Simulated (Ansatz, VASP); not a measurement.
## Sc4Al in VASP and in Ansatz

The input INCAR:

```
ALGO = Fast
EDIFF = 1E-6
EDIFFG = -0.04
ENCUT = 600
GGA = PE
IBRION = 2
ISIF = 3
ISMEAR = 0
LASPH = T
LCHARG = F
LREAL = F
LWAVE = F
NELM = 100
NSW = 90
PREC = Accurate
SIGMA = 0.1
```

The input KPOINTS:

```
k-points
0
Gamma
  6 6 1
```

Contents of POSCAR:

```
Sc4Al
1.0
    2.9415988300      0.0000000000      0.0000000000
   -1.4707994200      2.5474993200      0.0000000000
    0.0000000000      0.0000000000     23.8695183700
Sc Al
8 2
Direct
    0.3333333300      0.6666666700      0.6500000000
    0.3333333300      0.6666666700      0.8500000000
    0.3333333300      0.6666666700      0.0500000000
    0.3333333300      0.6666666700      0.4500000000
    0.6666666700      0.3333333300      0.9500000000
    0.6666666700      0.3333333300      0.1500000000
    0.6666666700      0.3333333300      0.3500000000
    0.6666666700      0.3333333300      0.5500000000
    0.3333333300      0.6666666700      0.2500000000
    0.6666666700      0.3333333300      0.7500000000
```

Input for Ansatz:

```yaml
crystal:
  lattice:
    - [2.94159883, 0.0, 0.0]
    - [-1.47079942, 2.54749932, 0.0]
    - [0.0, 0.0, 23.86951837]
  atoms:
    - { symbol: Sc, position: [0.33333333, 0.66666667, 0.65] }
    - { symbol: Sc, position: [0.33333333, 0.66666667, 0.85] }
    - { symbol: Sc, position: [0.33333333, 0.66666667, 0.05] }
    - { symbol: Sc, position: [0.33333333, 0.66666667, 0.45] }
    - { symbol: Sc, position: [0.66666667, 0.33333333, 0.95] }
    - { symbol: Sc, position: [0.66666667, 0.33333333, 0.15] }
    - { symbol: Sc, position: [0.66666667, 0.33333333, 0.35] }
    - { symbol: Sc, position: [0.66666667, 0.33333333, 0.55] }
    - { symbol: Al, position: [0.33333333, 0.66666667, 0.25] }
    - { symbol: Al, position: [0.66666667, 0.33333333, 0.75] }
basis:
  ecutwfc: 420
kpoints:
  mp_grid: { grid: [6, 6, 1] }
hamiltonian:
  xc: pbe
scf:
  occupations: { method: gaussian, width: 0.1 }
  lower_state_search: "off"
output:
  forces: true
  stress: true
  eigenvalues: true
relax:
  adjacent_minimum: "off"
  f_tol: 0.04
  max_steps: 70
  cell: { stress_tol: 0.4 }
```

Alike in both runs: task relaxation of cell and atoms; functional PBE; k mesh 6 × 6 × 1; occupations gaussian, width 0.1 eV; no spin polarisation.

|  | VASP | Ansatz |
| --- | --- | --- |
| version | VASP 6.6.1 | Ansatz 0.2.0 |
| potentials or method | VASP PAW PBE potentials, release 64 (Sc_sv, Al), cutoff 600 eV | scalar-relativistic, plane waves, PAW |
| valence electrons in the cell | 94 | 94 |

Ansatz gave:

| Item | Value |
| --- | --- |
| gap on the k mesh at the Fermi level, each at its own relaxed structure (eV) | none |
| relaxed volume (Å³/atom) | 23.20 |
| relaxed length of the cell vector where the two differ most in proportion (Å) | 3.259 |

Question: Estimate VASP's values.

Answer: gap on the k mesh at the Fermi level, each at its own relaxed structure (eV): none; relaxed volume (Å³/atom): 23.21; relaxed length of the cell vector where the two differ most in proportion (Å): 3.261.

A gap of «none» marks a metal or a gap that the smearing closes.

The k mesh is coarse, so the values compare programs but aren't converged. Noted on VASP's run: the volume moved by over 15 % at a fixed basis, so the end points are rough.
